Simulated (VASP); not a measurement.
Crystal: Al2O3.

```
Al O
1.0
     2.88433    0.00000    0.00000
    -1.44216    2.49790    0.00000
     0.00000    0.00000    9.33675
Al O
2 3
Direct
  0.00000 0.00000 0.14999
  0.00000 0.00000 0.85001
  0.33333 0.66667 0.22232
  0.66667 0.33333 0.00000
  0.33333 0.66667 0.77768
```

```yaml
Program: VASP 6.6.1
Task: relaxation of cell and atoms
Functional: BLYP
Dispersion: D3(BJ)
Potentials_or_basis: VASP PAW PBE potentials, release 64 (Al, O)
Cutoff: 600 eV
k_mesh: 4 × 4 × 2, shifted
Occupations: gaussian, width 0.01 eV
Spin: no spin polarisation
```

At the start: pressure -1.6 GPa; volume 13.45 Å³/atom.

Q: How do energy, volume and symmetry change on relaxing?

A: Over 37 steps the energy falls by 44.4 meV/atom and the volume is 10.05 Å³/atom (-25.3 %); space group P-6m2 (No. 187, to 0.05 Å).

The path:
| step | energy change (eV) | largest force (eV/Å) | pressure (GPa) | volume (Å³) |
| --- | --- | --- | --- | --- |
| 1 | 0.0000 | 0.1055 | -1.58 | 67.27 |
| 2 | 0.0005 | 0.2730 | 1.51 | 65.98 |
| 3 | -0.0035 | 0.0748 | -0.12 | 66.64 |
| 4 | -0.0043 | 0.0950 | 0.01 | 66.43 |
| 5 | -0.0043 | 0.0979 | 0.01 | 66.42 |
| 6 | -0.0053 | 0.0898 | 0.01 | 66.29 |
| 7 | -0.0080 | 0.1081 | 0.01 | 65.88 |
| 8 | -0.0124 | 0.2080 | 0.01 | 65.08 |
| 9 | -0.0166 | 0.4105 | 0.10 | 63.44 |
| 10 | -0.0023 | 0.8356 | 0.56 | 60.11 |
| 11 | -0.0118 | 0.5890 | 0.38 | 62.12 |
| 12 | -0.0119 | 0.5899 | 0.38 | 62.10 |
| 13 | -0.0123 | 0.5911 | 0.37 | 62.06 |
| 14 | -0.0130 | 0.5947 | 0.34 | 61.96 |
| 15 | -0.0145 | 0.6006 | 0.29 | 61.77 |
| 16 | -0.0175 | 0.6141 | 0.19 | 61.39 |
| 17 | -0.0234 | 0.6432 | 0.01 | 60.63 |
| 18 | -0.0348 | 0.7093 | -0.31 | 59.09 |
| 19 | -0.0540 | 0.8712 | -0.65 | 55.98 |
| 20 | 0.0478 | 1.1012 | 1.23 | 49.62 |
| 21 | -0.0176 | 1.0875 | 0.56 | 54.07 |
| 22 | -0.0001 | 1.1774 | 0.88 | 51.86 |
| 23 | 0.0137 | 1.1898 | 1.08 | 51.15 |
| 24 | 0.0102 | 1.1540 | 0.93 | 50.77 |
| 25 | 0.0097 | 1.1061 | 0.81 | 50.33 |
| 26 | 0.0021 | 1.0906 | 0.78 | 50.34 |
| 27 | -0.0201 | 1.0438 | 0.71 | 50.35 |
| 28 | -0.0610 | 0.9496 | 0.58 | 50.37 |
| 29 | -0.1289 | 0.7586 | 0.33 | 50.40 |
| 30 | -0.2080 | 0.3670 | -0.05 | 50.44 |
| 31 | -0.1351 | 0.4768 | -0.44 | 50.47 |
| 32 | -0.2192 | 0.3025 | -0.28 | 50.46 |
| 33 | -0.2211 | 0.1730 | -0.39 | 50.43 |
| 34 | -0.2219 | 0.0421 | -0.54 | 50.40 |
| 35 | -0.2219 | 0.0358 | -0.53 | 50.40 |
| 36 | -0.2221 | 0.0216 | -0.24 | 50.33 |
| 37 | -0.2221 | 0.0040 | 0.12 | 50.24 |

Final structure:
```
Al O
1.0
     2.86983   -0.00001    0.00000
    -1.43492    2.48534    0.00000
     0.00000    0.00000    7.04423
Al O
2 3
Cartesian
  -1.4349 2.4853 1.3938
  -1.4349 2.4853 5.6504
  0.0000 1.6569 2.0636
  1.4349 0.8285 7.0442
  0.0000 1.6569 4.9807
```

Caveat: the k points lie up to 0.63 Å⁻¹ apart in the final cell; the volume moved by over 15 % at a fixed basis, so the end points are rough; the PAW data sets were made with another functional, which shifts forces and pressure a little.
